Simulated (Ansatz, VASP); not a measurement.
AgCl in VASP and in Ansatz

```
Ag Cl
1.0
     0.05546    2.80088    2.80088
     2.80088    0.05546    2.80088
     2.80088    2.80088    0.05546
Ag Cl
1 1
Direct
  0.50000 0.50000 0.50000
  0.00000 0.00000 0.00000
```

Change from the starting cell: equal xy, yz and zx shear strains of +2 %, crystal datasets.

Alike in both runs: task electric field gradients; functional LDA; k mesh 8 × 8 × 8; occupations fermi-dirac, width 0.02 eV; no spin polarisation.

```csv
,VASP,Ansatz
version,VASP 6.6.1,Ansatz 0.2.0
potentials or method,"VASP PAW LDA potentials, release 64 (Ag, Cl), cutoff 520 eV","all-electron PAW with datasets made for the crystal, scalar-relativistic"
```

Ansatz gave:

| Property | Result |
| --- | --- |
| pressure (GPa) | -5.6 |
| traceless stress, the component that is largest in VASP (GPa) | -0.17 |
| size of Vzz on the site where it differs most (V/Å²) | 4.2 |

Task: What did VASP give for the same quantities?

Result: Pressure (GPa): -5.6; traceless stress, the component that is largest in VASP (GPa): -0.17; size of Vzz on the site where it differs most (V/Å²): 4.4.

LDA's correlation is that of Perdew and Zunger in VASP and of Perdew and Wang (1992) in Ansatz. Ansatz ran all-electron here, and VASP with PAW potentials.
